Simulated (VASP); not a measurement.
# Be2Si in VASP: settings compared

Be2Si is run at these levels: BLYP, PBE, r2SCAN; tasks: single point.

Program: VASP 6.6.1. These are calculated values, not measurements. Logs are shortened: lines on timing, memory, paths and dates and some standing lists are left out, and cuts for length are marked.

## Step 1: The cell of the first run

The structure is cubic, space group Fm-3m (No. 225). The conventional cell has a = 5.280 Å, b = 5.280 Å, c = 5.280 Å, α = 90.00°, β = 90.00°, γ = 90.00°. Si (site symmetry m-3m) has 8 Be at 2.29 Å within 3.0 Å. Within 3.0 Å of Be (site symmetry -43m) lie 4 Si at 2.29 Å and 6 Be at 2.64 Å.

## Step 2: Single point, BLYP

File INCAR:

```
PREC = Accurate
ENCUT = 520
EDIFF = 1E-7
ISMEAR = -1
SIGMA = 0.05
LREAL = F
LASPH = T
NELM = 80
ALGO = Normal
ISIF = 2
LWAVE = F
LCHARG = F
GGA = B5
ALDAX = 1.0
AGGAX = 1.0
AGGAC = 1.0
ALDAC = 0.0
NBANDS = 11
```

File KPOINTS:

```
regular mesh
0
Gamma
  5 5 5
```

File POSCAR:

```
Be2Si
1.0
    0.0000000000      2.6400000000      2.6400000000
    2.6400000000      0.0000000000      2.6400000000
    2.6400000000      2.6400000000      0.0000000000
Si Be
1 2
Direct
    0.0000000000      0.0000000000      0.0000000000
    0.2500000000      0.2500000000      0.2500000000
    0.7500000000      0.7500000000      0.7500000000
```

Potentials or basis: VASP PAW PBE potentials, release 64 (Si, Be).

Command:

```sh
> cat potpaw_PBE.64/Si/POTCAR potpaw_PBE.64/Be/POTCAR > POTCAR
> mpirun -np 1 vasp_std > vasp.out
```

OUTCAR:

```text
PREC = Accurate
   ENCUT = 520
   EDIFF = 1E-7
   ISMEAR = -1
   LREAL = F
   LASPH = T
   NELM = 80
   ISIF = 2
   GGA = B5

 ion  position               nearest neighbor table
   1  0.000  0.000  0.000-   3 2.29   3 2.29   3 2.29   2 2.29   2 2.29   2 2.29   3 2.29   2 2.29

   2  0.250  0.250  0.250-   1 2.29   1 2.29   1 2.29   1 2.29
   3  0.750  0.750  0.750-   1 2.29   1 2.29   1 2.29   1 2.29

  LATTYP: Found a face centered cubic cell.
 ALAT       =     5.2800000000

  Lattice vectors:

 A1 = (   0.0000000000,   2.6400000000,   2.6400000000)
 A2 = (   2.6400000000,   0.0000000000,   2.6400000000)
 A3 = (   2.6400000000,   2.6400000000,   0.0000000000)

Analysis of symmetry for initial positions (statically):
=====================================================================
 Subroutine PRICEL returns:
 Original cell was already a primitive cell.

 Routine SETGRP: Setting up the symmetry group for a
 face centered cubic supercell.

 Subroutine GETGRP returns: Found 48 space group operations
 (whereof 48 operations were pure point group operations)
 out of a pool of 48 trial point group operations.

The static configuration has the point symmetry O_h .

Analysis of symmetry for dynamics (positions and initial velocities):
=====================================================================
 Subroutine PRICEL returns:
 Original cell was already a primitive cell.

 Routine SETGRP: Setting up the symmetry group for a
 face centered cubic supercell.

 Subroutine GETGRP returns: Found 48 space group operations
 (whereof 48 operations were pure point group operations)
 out of a pool of 48 trial point group operations.

The dynamic configuration has the point symmetry O_h .

 Subroutine INISYM returns: Found 48 space group operations
 (whereof 48 operations are pure point group operations),
 and found     1 'primitive' translations

----------------------------------------------------------------------------------------

                                     Primitive cell

  volume of cell :      36.7995

  direct lattice vectors                    reciprocal lattice vectors
     0.000000000  2.640000000  2.640000000    -0.189393939  0.189393939  0.189393939
     2.640000000  0.000000000  2.640000000     0.189393939 -0.189393939  0.189393939
     2.640000000  2.640000000  0.000000000     0.189393939  0.189393939 -0.189393939

  length of vectors
     3.733523805  3.733523805  3.733523805     0.328039926  0.328039926  0.328039926

  position of ions in fractional coordinates (direct lattice)
     0.000000000  0.000000000  0.000000000
     0.250000000  0.250000000  0.250000000
     0.750000000  0.750000000  0.750000000

  ion indices of the primitive-cell ions
   primitive index   ion index
                 1           1
                 2           2
                 3           3

----------------------------------------------------------------------------------------

 KPOINTS: regular mesh

Automatic generation of k-mesh.
 Grid dimensions read from file:
 generate k-points for:    5    5    5

 Generating k-lattice:

  Cartesian coordinates                     Fractional coordinates (reciprocal lattice)
    -0.037878788  0.037878788  0.037878788     0.200000000  0.000000000  0.000000000
     0.037878788 -0.037878788  0.037878788     0.000000000  0.200000000  0.000000000
     0.037878788  0.037878788 -0.037878788     0.000000000  0.000000000  0.200000000

  Length of vectors
     0.065607985  0.065607985  0.065607985

  Shift w.r.t. Gamma in fractional coordinates (k-lattice)
     0.000000000  0.000000000  0.000000000

 Subroutine IBZKPT returns following result:
 ===========================================

 Found     10 irreducible k-points:

 Following reciprocal coordinates:
            Coordinates               Weight
  0.000000  0.000000  0.000000      1.000000
  0.200000  0.000000  0.000000      8.000000
  0.400000  0.000000  0.000000      8.000000
  0.200000  0.200000  0.000000      6.000000
  0.400000  0.200000  0.000000     24.000000
 -0.400000  0.200000  0.000000     24.000000
 -0.200000  0.200000  0.000000     12.000000
  0.400000  0.400000  0.000000      6.000000
 -0.400000  0.400000  0.000000     12.000000
 -0.400000  0.400000  0.200000     24.000000
   k-points           NKPTS =     10   k-points in BZ     NKDIM =     10   number of bands    NBANDS=     11
   number of dos      NEDOS =    301   number of ions     NIONS =      3
   total plane-waves  NPLWV =  21952
   dimension x,y,z NGX =    28 NGY =   28 NGZ =   28
   dimension x,y,z NGXF=    56 NGYF=   56 NGZF=   56
   ions per type =               1   2
   NGX,Y,Z   is equivalent  to a cutoff of  12.47, 12.47, 12.47 a.u.
   NGXF,Y,Z  is equivalent  to a cutoff of  24.94, 24.94, 24.94 a.u.
 SYSTEM =  unknown system
   PREC   = accura    normal or accurate (medium, high low for compatibility)
   ISTART =      0    job   : 0-new  1-cont  2-samecut
   ICHARG =      2    charge: 1-file 2-atom 10-const
   ISPIN  =      1    spin polarized calculation?
   LNONCOLLINEAR =      F non collinear calculations
   LSORBIT =      F    spin-orbit coupling
   LASPH  =      T    aspherical Exc in radial PAW
   ENCUT  =  520.0 eV  38.22 Ry    6.18 a.u.   6.94  6.94  6.94*2*pi/ulx,y,z
   NELM   =     80;   NELMIN=  2; NELMDL= -5     # of ELM steps
   EDIFF  = 0.1E-06   stopping-criterion for ELM
   LREAL  =      F    real-space projection
   EDIFFG = 0.1E-05   stopping-criterion for IOM
   NSW    =      0    number of steps for IOM
   IBRION =     -1    ionic relax: 0-MD 1-quasi-New 2-CG
   NFREE  =      0    steps in history (QN), initial steepest desc. (CG)
   ISIF   =      2    stress and relaxation
   ISYM   =      2    0-nonsym 1-usesym 2-fastsym
   POTIM  = 0.5000    time-step for ionic-motion
   TEBEG  =    0.0;   TEEND  =   0.0 temperature during run
   PSTRESS=    0.0 pullay stress
   NELECT =       8.0000    total number of electrons
   NUPDOWN=      -1.0000    fix difference up-down
   EMIN   =  10.00;   EMAX   =-10.00  energy-range for DOS
   EFERMI =   0.00;   METHOD = LEGACY
   ISMEAR =    -1;   SIGMA  =   0.05  broadening in eV -4-tet -1-fermi 0-gaus
   EFERMI_NEDOS =   21; number of points for ismear=-14 and -15
   IALGO  =     38    algorithm
   IMIX   =      4    mixing-type and parameters
     AMIX     =   0.40;   BMIX     =  1.00
     AMIX_MAG =   1.60;   BMIX_MAG =  1.00
  volume/ion in A,a.u.               =      12.27        82.78
  Fermi-wavevector in a.u.,A,eV,Ry     =   0.984368  1.860186 13.183783  0.968981
  Thomas-Fermi vector in A             =   2.115596
   LORBIT       =      0    0 simple, 1 ext, 2 COOP (PROOUT), +10 PAW based schemes
   GGA     = B5    functional components
   LHFCALC =     F    Hartree Fock is set to
   AEXX    =    0.0000 exact exchange contribution
   IVDW    =     0    specifies the selected vdW correction
   LEPSILON=     F    determine dielectric tensor
   LRPA    =     F    only Hartree local field effects (RPA)
 non-spin polarized calculation
  energy-cutoff  :      520.00
  volume of cell :       36.80
 maximum number of plane-waves:       999
   NGX = 13   NGY = 13   NGZ = 13

 number of electron       8.0000000 magnetization

 Free energy of the ion-electron system (eV)
  ---------------------------------------------------
  ext. energy  EPLUGINS =         0.00000000
  ---------------------------------------------------
  free energy    TOTEN  =       -10.25637714 eV

  energy without entropy =      -10.25297938  energy(sigma->0) =      -10.25467826

 E-fermi :   7.0082     XC(G=0):  -9.2990

 val. band max:        6.3976795881   @ k =   0.2000   0.0000   0.0000
 cond. band min:       7.0085787554   @ k =   0.4000   0.4000   0.0000
 fundamental gap:      0.6108991673
 Fermi energy:         7.0081952959

 k-point     1 :       0.0000    0.0000    0.0000
  band No.  band energies     occupation
      1      -4.8416      2.00000
      2       7.5580      0.00003
      3       7.5580      0.00003
      4       7.5580      0.00003
      5       7.8937      0.00000
      6       7.8937      0.00000
      7       7.8937      0.00000
      8      13.3627      0.00000
      9      14.4246      0.00000
     10      14.7387      0.00000
     11      14.7387      0.00000

 k-point     2 :       0.2000    0.0000    0.0000
  band No.  band energies     occupation
      1      -4.3329      2.00000
      2       3.9518      2.00000
      3       6.3977      1.99999
      4       6.3977      1.99999
      5       9.0089      0.00000
      6       9.0089      0.00000
      7       9.5173      0.00000
      8      13.3638      0.00000
      9      13.3638      0.00000
     10      13.8074      0.00000
     11      14.9820      0.00000

 k-point     3 :       0.4000    0.0000    0.0000
  band No.  band energies     occupation
      1      -2.9645      2.00000
      2       0.6351      2.00000
      3       5.8095      2.00000
      4       5.8095      2.00000
      5       8.6119      0.00000
      6       8.6119      0.00000
      7       9.6635      0.00000
      8      13.6641      0.00000
      9      15.7018      0.00000
     10      15.7018      0.00000
     11      16.9764      0.00000

 k-point     4 :       0.2000    0.2000    0.0000
  band No.  band energies     occupation
      1      -4.1625      2.00000
      2       4.9448      2.00000
      3       4.9448      2.00000
      4       5.4601      2.00000
      5       7.3238      0.00362
      6      10.2988      0.00000
      7      11.1172      0.00000
      8      11.1172      0.00000
      9      15.4339      0.00000
     10      16.2835      0.00000
     11      16.3061      0.00000

 k-point     5 :       0.4000    0.2000    0.0000
  band No.  band energies     occupation
      1      -3.0471      2.00000
      2       1.9172      2.00000
      3       4.2839      2.00000
      4       4.3653      2.00000
      5       7.8637      0.00000
      6      10.7100      0.00000
      7      11.2775      0.00000
      8      11.8308      0.00000
      9      15.5248      0.00000
     10      17.4030      0.00000
     11      17.8691      0.00000

 k-point     6 :      -0.4000    0.2000    0.0000
  band No.  band energies     occupation
      1      -2.1674      2.00000
      2       0.4339      2.00000
      3       3.2898      2.00000
      4       4.8334      2.00000
      5       8.3071      0.00000
      6      10.2523      0.00000
      7      11.8275      0.00000
      8      14.4713      0.00000
      9      15.1463      0.00000
     10      15.2593      0.00000
     11      16.0726      0.00000

 k-point     7 :      -0.2000    0.2000    0.0000
  band No.  band energies     occupation
      1      -3.5151      2.00000
      2       2.8215      2.00000
      3       3.4105      2.00000
      4       6.1972      2.00000
      5       9.1166      0.00000
      6       9.1570      0.00000
      7      11.5038      0.00000
      8      12.5717      0.00000
      9      12.9907      0.00000
     10      15.2319      0.00000
     11      18.6211      0.00000

 k-point     8 :       0.4000    0.4000    0.0000
  band No.  band energies     occupation
      1      -2.2932      2.00000
      2       1.7572      2.00000
      3       3.4675      2.00000
      4       3.4675      2.00000
      5       7.0086      0.99617
      6       8.0456      0.00000
      7      14.0488      0.00000
      8      14.0488      0.00000
      9      17.4156      0.00000
     10      18.8287      0.00000
     11      19.2315      0.00000

 k-point     9 :      -0.4000    0.4000    0.0000
  band No.  band energies     occupation
      1      -1.4816      2.00000
      2       1.0621      2.00000
      3       1.8377      2.00000
      4       3.6396      2.00000
      5       7.4983      0.00011
      6       9.9702      0.00000
      7      13.2898      0.00000
      8      14.2007      0.00000
      9      16.4220      0.00000
     10      16.9809      0.00000
     11      17.2585      0.00000

 k-point    10 :      -0.4000    0.4000    0.2000
  band No.  band energies     occupation
      1      -1.8656      2.00000
      2       1.4527      2.00000
      3       2.1850      2.00000
      4       3.1380      2.00000
      5       9.4505      0.00000
      6      10.5884      0.00000
      7      11.0273      0.00000
      8      14.2289      0.00000
      9      14.7598      0.00000
     10      16.6579      0.00000
     11      18.0826      0.00000

------------------------ aborting loop because EDIFF is reached ----------------------------------------

  FORCE on cell =-STRESS in cart. coord.  units (eV):
  Direction    XX          YY          ZZ          XY          YZ          ZX
  --------------------------------------------------------------------------------------
  -------------------------------------------------------------------------------------
  Total        0.5895813      0.5895813      0.5895813     -0.0000000      0.0000000     -0.0000000
  in kB       25.6692100     25.6692100     25.6692100     -0.0000000      0.0000000     -0.0000000
  external PRESSURE =      25.6692100 kB  Pullay stress =       0.0000000 kB

 VOLUME and BASIS-vectors are now :
 -----------------------------------------------------------------------------
  energy-cutoff  :      520.00
  volume of cell :       36.80
      direct lattice vectors                 reciprocal lattice vectors
     0.000000000  2.640000000  2.640000000    -0.189393939  0.189393939  0.189393939
     2.640000000  0.000000000  2.640000000     0.189393939 -0.189393939  0.189393939
     2.640000000  2.640000000  0.000000000     0.189393939  0.189393939 -0.189393939

 POSITION                                       TOTAL-FORCE (eV/Angst)
 -----------------------------------------------------------------------------------
      0.00000      0.00000      0.00000        -0.000000     -0.000000     -0.000000
      1.32000      1.32000      1.32000         0.000000      0.000000      0.000000
      3.96000      3.96000      3.96000        -0.000000     -0.000000     -0.000000
 -----------------------------------------------------------------------------------
    total drift:                                0.000000     -0.000000     -0.000000

  FREE ENERGIE OF THE ION-ELECTRON SYSTEM (eV)
  ---------------------------------------------------
  free  energy   TOTEN  =       -10.2563771354 eV

  energy  without entropy=      -10.2529793843  energy(sigma->0) =      -10.25467826
```

Run time: 21 s. Hardware: 1 thread of Intel Xeon 6975P-C, shared host; peak memory 0.14 GiB.

What came out:

```yaml
Free_energy: -10.2564 eV
Pressure: 2.6 GPa
Band_gap_on_the_k_mesh: zero (band 4 reaches 7.56 eV, above the bottom of band 5 at 7.01 eV)
```

Levels at points of the mesh, in eV from the Fermi level:
| k point | band 1 | band 2 | band 3 | band 4 | band 5 | band 6 | band 7 | band 8 | band 9 |
| --- | --- | --- | --- | --- | --- | --- | --- | --- | --- |
| (0.00, 0.00, 0.00) | -11.85 | 0.55 | 0.55 | 0.55 | 0.89 | 0.89 | 0.89 | 6.35 | 7.42 |

Caveat: the k points lie up to 0.41 Å⁻¹ apart; the PAW data sets were made with another functional, which shifts forces and pressure a little.

## Step 3: Single point, PBE

File INCAR:

```
SYSTEM = Be2Si
ALGO = Normal ; EDIFF = 1E-7
ENCUT = 520 ; GGA = PE
ISIF = 2 ; ISMEAR = -1
LASPH = .TRUE. ; LCHARG = .FALSE.
LREAL = .FALSE. ; LWAVE = .FALSE.
NBANDS = 11 ; NELM = 60
PREC = Accurate ; SIGMA = 0.05
```

File KPOINTS:

```
k-points
0
G
  7 7 7
  0 0 0
```

POSCAR is that of step 2.

Potentials or basis: VASP PAW PBE potentials, release 64 (Si, Be).

Command:

```sh
> cat potpaw_PBE.64/Si/POTCAR potpaw_PBE.64/Be/POTCAR > POTCAR
> mpirun -np 1 vasp_std > vasp.out
```

It took 17 s on 1 thread of Intel Xeon 6975P-C, shared host; peak memory 0.15 GiB.

Results (log left out):

| Quantity | Value |
| --- | --- |
| Free energy | -12.2364 eV |
| Pressure | 0.3 GPa |
| Band gap on the k mesh | zero (band 4 reaches 7.09 eV, above the bottom of band 5 at 6.49 eV) |

Levels at points of the mesh, in eV from the Fermi level:
```tsv
k point	band 2	band 3	band 4	band 5	band 6	band 7
(0.00, 0.00, 0.00)	0.44	0.44	0.44	0.85	0.85	0.85
```

## Step 4: Single point, r2SCAN

POSCAR is that of step 3.

File INCAR.step1:

```
ALGO     = Normal         # electronic algorithm
EDIFF    = 1E-4           # SCF threshold, eV
ENCUT    = 520            # plane-wave cutoff, eV
GGA      = PE             # functional
ISMEAR   = -1             # smearing method
LASPH    = True           # aspherical terms in the spheres
LCHARG   = False          # write CHGCAR
LREAL    = False          # projectors in reciprocal space
LWAVE    = True           # write WAVECAR
NBANDS   = 11             # bands
NELM     = 100            # most SCF steps
PREC     = Accurate       # precision mode
SIGMA    = 0.05           # smearing width, eV
```

File INCAR.step2:

```
ALGO     = Normal         # electronic algorithm
EDIFF    = 1E-7           # SCF threshold, eV
ENCUT    = 520            # plane-wave cutoff, eV
ISIF     = 2              # what is computed and relaxed
ISMEAR   = -1             # smearing method
ISTART   = 1            
LASPH    = True           # aspherical terms in the spheres
LCHARG   = False          # write CHGCAR
LMIXTAU  = True         
LREAL    = False          # projectors in reciprocal space
LWAVE    = False          # write WAVECAR
METAGGA  = R2SCAN         # meta-GGA
NBANDS   = 11             # bands
NELM     = 100            # most SCF steps
PREC     = Accurate       # precision mode
SIGMA    = 0.05           # smearing width, eV
```

File KPOINTS:

```
k-points
0
Gamma
  5 5 5
```

Command:

```sh
> cat potpaw_PBE.64/Si/POTCAR potpaw_PBE.64/Be/POTCAR > POTCAR
> cp INCAR.step1 INCAR
> mpirun -np 1 vasp_std > vasp.out
> cp INCAR.step2 INCAR
> mpirun -np 1 vasp_std > vasp.out
```

Run time: 49 s. Hardware: 1 thread of Intel Xeon 6975P-C, shared host; peak memory 0.15 GiB.

The run converged. Its results:

| Property | Result |
| --- | --- |
| Free energy | -16.6562 eV |
| Pressure | 0.3 GPa |
| Band gap on the k mesh | zero (band 4 reaches 7.24 eV, above the bottom of band 5 at 6.58 eV) |

Levels at points of the mesh, in eV from the Fermi level:
```
           k point  band 2  band 3  band 4  band 5  band 6  band 7
(0.00, 0.00, 0.00)    0.66    0.66    0.66    0.99    0.99    0.99
```

Caveat: the k points lie up to 0.41 Å⁻¹ apart; the PAW data sets were made with another functional, which shifts forces and pressure a little.

(Part 1 of 2 ends here.)
